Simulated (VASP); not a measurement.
Here is a VASP 6.6.1 calculation.

INCAR

```
SYSTEM = FeCo
PREC = Accurate
ENCUT = 600
EDIFF = 1E-8
ISMEAR = -1
SIGMA = 0.05
LREAL = .False.
LASPH = .True.
NELM = 200
ALGO = Normal
ISIF = 2
LWAVE = .False.
LCHARG = .True.
ISPIN = 2
MAGMOM = 2.7 1.8
LORBIT = 11
LMAXMIX = 4
GGA = PS
IBRION = 8
NSW = 1
GGA_COMPAT = .False.
```

The input KPOINTS:

```
regular mesh
0
Gamma
  12 12 12
  0 0 0
```

File POSCAR:

```
FeCo
1.0
    2.8297651511      0.0000000000      0.0000000000
    0.0000000000      2.8297651511      0.0000000000
    0.0000000000      0.0000000000      2.8297651511
Fe Co
1 1
Direct
    0.5000000000      0.5000000000      0.5000000000
    0.0000000000      0.0000000000      0.0000000000
```

Potentials or basis: VASP PAW PBE potentials, release 64 (Fe, Co).

The run is started by

```console
$ cat potpaw_PBE.64/Fe/POTCAR potpaw_PBE.64/Co/POTCAR > POTCAR
$ mpirun -np 1 vasp_std > vasp.out
```

Estimate the highest phonon frequency at Γ.

239 cm⁻¹.

Predict the net moment.

4.51 μB per cell.

Predict the site moments.

Fe +2.75; Co +1.75 μB.

Phonon frequencies in cm⁻¹ (negative: imaginary):
```csv
q point,frequencies
"(0.000, 0.000, 0.000)",0 0 0 239 239 239
```

Caveat: the cell stands under pressure or tension, which shifts response properties.
